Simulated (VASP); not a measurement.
# As (Fd-3m) in VASP: a series of runs

Runs on As. Level: r2SCAN. Tasks: single point, relaxation of cell and atoms.

Program: VASP 6.6.1. These are calculated values, not measurements. Logs are shortened: lines on timing, memory, paths and dates and some standing lists are left out, and cuts for length are marked.

## Step 1: The cell of the first run

Symmetry: Fd-3m, No. 227, cubic system. The conventional cell has a = 6.080 Å, b = 6.080 Å, c = 6.080 Å, α = 90.00°, β = 90.00°, γ = 90.00°. As (site symmetry -43m) has 4 As at 2.63 Å within 3.5 Å.

This isn't the form of As at room conditions, which is rhombohedral.

## Step 2: Single point, r2SCAN

File POSCAR:

```
As
1.0
    0.0000000000      3.0401418161      3.0401418161
    3.0401418161      0.0000000000      3.0401418161
    3.0401418161      3.0401418161      0.0000000000
As
2
Direct
    0.0000000000      0.0000000000      0.0000000000
    0.2500000000      0.2500000000      0.2500000000
```

File INCAR.step1:

```
ALGO = Normal
EDIFF = 1E-4
ENCUT = 520
GGA = PE
ISMEAR = 0
LASPH = T
LCHARG = F
LREAL = F
LWAVE = T
NBANDS = 12
NELM = 80
PREC = Accurate
SIGMA = 0.1
```

File INCAR.step2:

```
ALGO = Normal
EDIFF = 1E-6
ENCUT = 520
ISIF = 2
ISMEAR = 0
ISTART = 1
LASPH = T
LCHARG = F
LMIXTAU = T
LREAL = F
LWAVE = F
METAGGA = R2SCAN
NBANDS = 12
NELM = 80
PREC = Accurate
SIGMA = 0.1
```

File KPOINTS:

```
k-points
0
Gamma
  7 7 7
```

Potentials or basis: VASP PAW PBE potentials, release 64 (As).

Run with:

```console
$ cat potpaw_PBE.64/As/POTCAR > POTCAR
$ cp INCAR.step1 INCAR
$ mpirun -np 1 vasp_std > vasp.out
$ cp INCAR.step2 INCAR
$ mpirun -np 1 vasp_std > vasp.out
```

OUTCAR:

```text
EDIFF = 1E-6
   ENCUT = 520
   ISIF = 2
   ISMEAR = 0
   ISTART = 1
   LASPH = T
   LREAL = F
   METAGGA = R2SCAN
   NELM = 80
   PREC = Accurate

 ion  position               nearest neighbor table
   1  0.000  0.000  0.000-   2 2.63   2 2.63   2 2.63   2 2.63
   2  0.250  0.250  0.250-   1 2.63   1 2.63   1 2.63   1 2.63

  LATTYP: Found a face centered cubic cell.
 ALAT       =     6.0802836322

  Lattice vectors:

 A1 = (   0.0000000000,   3.0401418161,   3.0401418161)
 A2 = (   3.0401418161,   0.0000000000,   3.0401418161)
 A3 = (   3.0401418161,   3.0401418161,   0.0000000000)

Analysis of symmetry for initial positions (statically):
=====================================================================
 Subroutine PRICEL returns:
 Original cell was already a primitive cell.

 Routine SETGRP: Setting up the symmetry group for a
 face centered cubic supercell.

 Subroutine GETGRP returns: Found 48 space group operations
 (whereof 24 operations were pure point group operations)
 out of a pool of 48 trial point group operations.

The static configuration has the point symmetry T_d .
 The point group associated with its full space group is O_h .

Analysis of symmetry for dynamics (positions and initial velocities):
=====================================================================
 Subroutine PRICEL returns:
 Original cell was already a primitive cell.

 Routine SETGRP: Setting up the symmetry group for a
 face centered cubic supercell.

 Subroutine GETGRP returns: Found 48 space group operations
 (whereof 24 operations were pure point group operations)
 out of a pool of 48 trial point group operations.

The dynamic configuration has the point symmetry T_d .
 The point group associated with its full space group is O_h .

 Subroutine INISYM returns: Found 48 space group operations
 (whereof 24 operations are pure point group operations),
 and found     1 'primitive' translations

----------------------------------------------------------------------------------------

                                     Primitive cell

  volume of cell :      56.1968

  direct lattice vectors                    reciprocal lattice vectors
     0.000000000  3.040141816  3.040141816    -0.164466012  0.164466012  0.164466012
     3.040141816  0.000000000  3.040141816     0.164466012 -0.164466012  0.164466012
     3.040141816  3.040141816  0.000000000     0.164466012  0.164466012 -0.164466012

  length of vectors
     4.299409788  4.299409788  4.299409788     0.284863489  0.284863489  0.284863489

  position of ions in fractional coordinates (direct lattice)
     0.000000000  0.000000000  0.000000000
     0.250000000  0.250000000  0.250000000

  ion indices of the primitive-cell ions
   primitive index   ion index
                 1           1
                 2           2

----------------------------------------------------------------------------------------

 KPOINTS: k-points

Automatic generation of k-mesh.
 Grid dimensions read from file:
 generate k-points for:    7    7    7

 Generating k-lattice:

  Cartesian coordinates                     Fractional coordinates (reciprocal lattice)
    -0.023495145  0.023495145  0.023495145     0.142857143  0.000000000  0.000000000
     0.023495145 -0.023495145  0.023495145     0.000000000  0.142857143  0.000000000
     0.023495145  0.023495145 -0.023495145     0.000000000  0.000000000  0.142857143

  Length of vectors
     0.040694784  0.040694784  0.040694784

  Shift w.r.t. Gamma in fractional coordinates (k-lattice)
     0.000000000  0.000000000  0.000000000

 Subroutine IBZKPT returns following result:
 ===========================================

 Found     20 irreducible k-points:

 Following reciprocal coordinates:
            Coordinates               Weight
  0.000000  0.000000  0.000000      1.000000
  0.142857  0.000000  0.000000      8.000000
  0.285714  0.000000  0.000000      8.000000
  0.428571  0.000000  0.000000      8.000000
  0.142857  0.142857  0.000000      6.000000
  0.285714  0.142857  0.000000     24.000000
[... 12 lines left out ...]
 -0.428571  0.428571  0.142857     24.000000
 -0.285714  0.428571  0.142857     24.000000
   k-points           NKPTS =     20   k-points in BZ     NKDIM =     20   number of bands    NBANDS=     12
   number of dos      NEDOS =    301   number of ions     NIONS =      2
   total plane-waves  NPLWV =  32768
   dimension x,y,z NGX =    32 NGY =   32 NGZ =   32
   dimension x,y,z NGXF=    64 NGYF=   64 NGZF=   64
   ions per type =               2
   NGX,Y,Z   is equivalent  to a cutoff of  12.37, 12.37, 12.37 a.u.
   NGXF,Y,Z  is equivalent  to a cutoff of  24.75, 24.75, 24.75 a.u.
 SYSTEM =  unknown system
   PREC   = accura    normal or accurate (medium, high low for compatibility)
   ISTART =      1    job   : 0-new  1-cont  2-samecut
   ICHARG =      0    charge: 1-file 2-atom 10-const
   ISPIN  =      1    spin polarized calculation?
   LNONCOLLINEAR =      F non collinear calculations
   LSORBIT =      F    spin-orbit coupling
   LASPH  =      T    aspherical Exc in radial PAW
   ENCUT  =  520.0 eV  38.22 Ry    6.18 a.u.   7.99  7.99  7.99*2*pi/ulx,y,z
   NELM   =     80;   NELMIN=  2; NELMDL=  0     # of ELM steps
   EDIFF  = 0.1E-05   stopping-criterion for ELM
   LREAL  =      F    real-space projection
   EDIFFG = 0.1E-04   stopping-criterion for IOM
   NSW    =      0    number of steps for IOM
   IBRION =     -1    ionic relax: 0-MD 1-quasi-New 2-CG
   NFREE  =      0    steps in history (QN), initial steepest desc. (CG)
   ISIF   =      2    stress and relaxation
   ISYM   =      2    0-nonsym 1-usesym 2-fastsym
   POTIM  = 0.5000    time-step for ionic-motion
   TEBEG  =    0.0;   TEEND  =   0.0 temperature during run
   PSTRESS=    0.0 pullay stress
   NELECT =      10.0000    total number of electrons
   NUPDOWN=      -1.0000    fix difference up-down
   EMIN   =  10.00;   EMAX   =-10.00  energy-range for DOS
   EFERMI =   0.00;   METHOD = LEGACY
   ISMEAR =     0;   SIGMA  =   0.10  broadening in eV -4-tet -1-fermi 0-gaus
   EFERMI_NEDOS =   21; number of points for ismear=-14 and -15
   IALGO  =     38    algorithm
   IMIX   =      4    mixing-type and parameters
     AMIX     =   0.40;   BMIX     =  1.00
     AMIX_MAG =   1.60;   BMIX_MAG =  1.00
  volume/ion in A,a.u.               =      28.10       189.62
  Fermi-wavevector in a.u.,A,eV,Ry     =   0.920812  1.740082 11.536309  0.847895
  Thomas-Fermi vector in A             =   2.046159
   LORBIT       =      0    0 simple, 1 ext, 2 COOP (PROOUT), +10 PAW based schemes
   METAGGA = R2SCAN    functional components
   LHFCALC =     F    Hartree Fock is set to
   AEXX    =    0.0000 exact exchange contribution
   IVDW    =     0    specifies the selected vdW correction
   LEPSILON=     F    determine dielectric tensor
   LRPA    =     F    only Hartree local field effects (RPA)
 non-spin polarized calculation
 Gauss-broadening in eV      SIGMA  =   0.10
  energy-cutoff  :      520.00
  volume of cell :       56.20
 maximum number of plane-waves:      1532
   NGX = 15   NGY = 15   NGZ = 15

 number of electron       9.9999998 magnetization

 Free energy of the ion-electron system (eV)
  ---------------------------------------------------
  ext. energy  EPLUGINS =         0.00000000
  ---------------------------------------------------
  free energy    TOTEN  =       -28.54937975 eV

  energy without entropy =      -28.53523072  energy(sigma->0) =      -28.54230524

 E-fermi :   3.1571     XC(G=0):  -9.0595

 val. band max:        3.0745056017   @ k =   0.1429   0.1429   0.0000
 cond. band min:       3.1672201729   @ k =  -0.4286   0.4286   0.1429
 fundamental gap:      0.0927145712
 Fermi energy:         3.1570645422

 k-point     1 :       0.0000    0.0000    0.0000
  band No.  band energies     occupation
      1     -11.5078      2.00000
      2      -3.1071      2.00000
      3       0.6302      2.00000
      4       0.6302      2.00000
      5       0.6302      2.00000
      6       3.5605      0.00000
      7       3.5605      0.00000
      8       3.5605      0.00000
      9       8.2379      0.00000
     10      11.2463      0.00000
     11      11.2463      0.00000
     12      13.1766      0.00000

 k-point     2 :       0.1429    0.0000    0.0000
  band No.  band energies     occupation
      1     -11.3206      2.00000
      2      -3.9630      2.00000
      3       0.3718      2.00000
      4       0.3718      2.00000
      5       0.7262      2.00000
      6       3.9419      0.00000
      7       3.9419      0.00000
      8       4.0887      0.00000
      9       9.0569      0.00000
     10      10.6363      0.00000
     11      10.6363      0.00000
     12      12.4910      0.00000

 k-point     3 :       0.2857    0.0000    0.0000
  band No.  band energies     occupation
      1     -10.8017      2.00000
      2      -5.5293      2.00000
      3      -0.0583      2.00000
      4      -0.0583      2.00000
      5       0.4901      2.00000
      6       4.5601      0.00000
      7       4.5601      0.00000
      8       5.7436      0.00000
      9      10.0097      0.00000
     10      10.5626      0.00000
     11      10.5626      0.00000
     12      12.5727      0.00000

 k-point     4 :       0.4286    0.0000    0.0000
  band No.  band energies     occupation
      1     -10.1862      2.00000
      2      -6.7780      2.00000
      3      -0.3235      2.00000
      4      -0.3235      2.00000
      5       0.2345      2.00000
      6       4.8536      0.00000
      7       4.8536      0.00000
      8       7.6615      0.00000
      9      10.1553      0.00000
     10      11.6907      0.00000
     11      11.6907      0.00000
     12      11.8026      0.00000

 k-point     5 :       0.1429    0.1429    0.0000
  band No.  band energies     occupation
      1     -11.2556      2.00000
      2      -4.1644      2.00000
      3      -0.0098      2.00000
      4      -0.0098      2.00000
      5       1.5831      2.00000
      6       3.0745      1.75702
      7       4.5259      0.00000
      8       4.5259      0.00000
      9       9.3500      0.00000
     10       9.5532      0.00000
     11      11.5697      0.00000
     12      13.7704      0.00000
[... 168 lines left out ...]
      1     -10.3237      2.00000
      2      -6.3647      2.00000
      3      -1.4734      2.00000
      4      -0.6788      2.00000
      5       2.4698      2.00000
      6       3.5573      0.00000
      7       5.9022      0.00000
      8       6.1247      0.00000
      9       9.5485      0.00000
     10      11.0718      0.00000
     11      12.1957      0.00000
     12      14.6196      0.00000

 k-point    18 :      -0.4286    0.2857    0.1429
  band No.  band energies     occupation
      1      -9.6792      2.00000
      2      -7.3496      2.00000
      3      -1.9516      2.00000
      4      -0.9895      2.00000
      5       2.5907      2.00000
      6       4.4846      0.00000
      7       6.0796      0.00000
      8       6.6401      0.00000
      9       9.6594      0.00000
     10      10.9117      0.00000
     11      12.7294      0.00000
     12      13.6392      0.00000

 k-point    19 :      -0.4286    0.4286    0.1429
  band No.  band energies     occupation
      1      -9.2395      2.00000
      2      -7.8735      2.00000
      3      -1.8026      2.00000
      4      -1.5192      2.00000
      5       3.1672      0.88580
      6       3.2549      0.16647
      7       6.5623      0.00000
      8       7.4460      0.00000
      9      10.5301      0.00000
     10      10.6066      0.00000
     11      13.4288      0.00000
     12      14.4231      0.00000

 k-point    20 :      -0.2857    0.4286    0.1429
  band No.  band energies     occupation
      1      -9.0148      2.00000
      2      -8.1204      2.00000
      3      -2.1263      2.00000
      4      -1.4608      2.00000
      5       3.1689      0.86673
      6       4.6589      0.00000
      7       6.2830      0.00000
      8       6.4591      0.00000
      9       9.5895      0.00000
     10      11.2317      0.00000
     11      12.8631      0.00000
     12      14.8977      0.00000

------------------------ aborting loop because EDIFF is reached ----------------------------------------

  FORCE on cell =-STRESS in cart. coord.  units (eV):
  Direction    XX          YY          ZZ          XY          YZ          ZX
  --------------------------------------------------------------------------------------
  -------------------------------------------------------------------------------------
  Total       -0.0154593     -0.0154593     -0.0154593     -0.0000000     -0.0000000      0.0000000
  in kB       -0.4407461     -0.4407461     -0.4407461     -0.0000000     -0.0000000      0.0000000
  external PRESSURE =      -0.4407461 kB  Pullay stress =       0.0000000 kB

 VOLUME and BASIS-vectors are now :
 -----------------------------------------------------------------------------
  energy-cutoff  :      520.00
  volume of cell :       56.20
      direct lattice vectors                 reciprocal lattice vectors
     0.000000000  3.040141816  3.040141816    -0.164466012  0.164466012  0.164466012
     3.040141816  0.000000000  3.040141816     0.164466012 -0.164466012  0.164466012
     3.040141816  3.040141816  0.000000000     0.164466012  0.164466012 -0.164466012

 POSITION                                       TOTAL-FORCE (eV/Angst)
 -----------------------------------------------------------------------------------
      0.00000      0.00000      0.00000        -0.000000     -0.000000      0.000000
      1.52007      1.52007      1.52007         0.000000      0.000000     -0.000000
 -----------------------------------------------------------------------------------
    total drift:                               -0.000000      0.000000      0.000000

  FREE ENERGIE OF THE ION-ELECTRON SYSTEM (eV)
  ---------------------------------------------------
  free  energy   TOTEN  =       -28.5493797468 eV

  energy  without entropy=      -28.5352307249  energy(sigma->0) =      -28.54230524
```

Run time: 15 s. Hardware: 1 thread of Intel Xeon 6975P-C (Granite Rapids), shared host; peak memory 0.18 GiB.

What came out:

* Free energy: -28.5494 eV
* Pressure: 0.0 GPa
* Band gap on the k mesh: zero (bands 5 and 6 overlap by 0.67 eV)

Caveat: the PAW data sets were made with another functional, which shifts forces and pressure a little.

## Step 3: Relaxation of cell and atoms, r2SCAN

This run uses another cell than the first one, of 27.96 Å³/atom.

File POSCAR:

```
As
1.0
    0.0000000000      3.0350000000      3.0350000000
    3.0350000000      0.0000000000      3.0350000000
    3.0350000000      3.0350000000      0.0000000000
As
2
Direct
    0.0000000000      0.0000000000      0.0000000000
    0.2500000000      0.2500000000      0.2500000000
```

File INCAR.step1:

```
SYSTEM = As
ALGO = Normal
EDIFF = 1E-4
ENCUT = 600
GGA = PE
ISMEAR = 0
LASPH = .TRUE.
LCHARG = .FALSE.
LREAL = .FALSE.
LWAVE = .TRUE.
NELM = 60
PREC = Accurate
SIGMA = 0.1
```

File INCAR.step2:

```
SYSTEM = As
ALGO = Normal
EDIFF = 1E-6
EDIFFG = -0.02
ENCUT = 600
IBRION = 2
ISIF = 3
ISMEAR = 0
ISTART = 1
LASPH = .TRUE.
LCHARG = .FALSE.
LMIXTAU = .TRUE.
LREAL = .FALSE.
LWAVE = .FALSE.
METAGGA = R2SCAN
NELM = 60
NSW = 80
PREC = Accurate
SIGMA = 0.1
```

File KPOINTS:

```
k-points
0
G
  7 7 7
  0 0 0
```

Potentials or basis: VASP PAW PBE potentials, release 64 (As).

Run with:

```console
$ cat potpaw_PBE.64/As/POTCAR > POTCAR
$ cp INCAR.step1 INCAR
$ mpirun -np 1 vasp_std > vasp.out
$ cp INCAR.step2 INCAR
$ mpirun -np 1 vasp_std > vasp.out
```

Wall time 1.8 min (1 thread of Intel Xeon 8259CL, shared host); peak memory 0.22 GiB.

The run converged. Its results:

* Free energy: -28.5498 eV
* Relaxed volume: 28.11 Å³/atom
* Relaxed cell: a = 4.300 Å, b = 4.300 Å, c = 4.300 Å, α = 60.00°, β = 60.00°, γ = 60.00°
* Space group after relaxing (to 0.1 Å): Fd-3m (No. 227)
* Energy gained by relaxing: 0.1 meV/atom
* Ionic steps: 2
* Pressure after relaxing: -0.1 GPa
* Band gap on the k mesh: zero (bands 5 and 6 overlap by 0.67 eV)

Step by step:
| step | energy change (eV) | largest force (eV/Å) | pressure (GPa) | volume (Å³) |
| --- | --- | --- | --- | --- |
| 1 | 0.0000 | 0.0000 | 0.22 | 55.91 |
| 2 | -0.0001 | 0.0000 | -0.06 | 56.23 |

Final structure:
```yaml
crystal:
  lattice:
    - [0.00000, 3.04067, 3.04067]
    - [3.04067, 0.00000, 3.04067]
    - [3.04067, 3.04067, 0.00000]
  atoms:
    - { symbol: As, position: [0.00000, 0.00000, 0.00000] }
    - { symbol: As, position: [0.25000, 0.25000, 0.25000] }
```

Levels at points of the mesh, in eV from the Fermi level:
```tsv
k point	band 2	band 3	band 4	band 5	band 6	band 7	band 8	band 9
(0.00, 0.00, 0.00)	-6.27	-2.53	-2.53	-2.53	0.40	0.40	0.40	5.08
```

Caveat: the PAW data sets were made with another functional, which shifts forces and pressure a little.

(Part 1 of 2 ends here.)
